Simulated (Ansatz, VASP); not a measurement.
One calculation of Ti, two programs

```
Ti
1.0
    -1.68727    1.68727    1.62762
     1.68727   -1.68727    1.62762
     1.56797    1.56797   -1.62762
Ti
1
Direct
  0.00000 0.00000 0.00000
```

Change from the starting cell: engineering shear strain xy -0.0733, normal strain along z +0.0000.

Alike in both runs: task single point; functional PBE; k mesh 20 × 20 × 20; occupations gaussian, width 0.15 eV; no spin polarisation.

```csv
,VASP,Ansatz
version,VASP 6.6.1,Ansatz 0.2.0
potentials or method,"VASP PAW PBE potentials, release 64 (Ti_sv), cutoff 520 eV","scalar-relativistic, plane waves, PAW"
valence electrons in the cell,12,12
```

Ansatz gave:

- gap on the k mesh at the Fermi level (eV): none
- pressure (GPa): 0.2
- traceless stress, the component that is largest in VASP (GPa): 2.73

**Question.** Which values does VASP return?

**Answer.** gap on the k mesh at the Fermi level (eV): none; pressure (GPa): -0.1; traceless stress, the component that is largest in VASP (GPa): 2.74.

A gap of «none» marks a metal or a gap that the smearing closes.
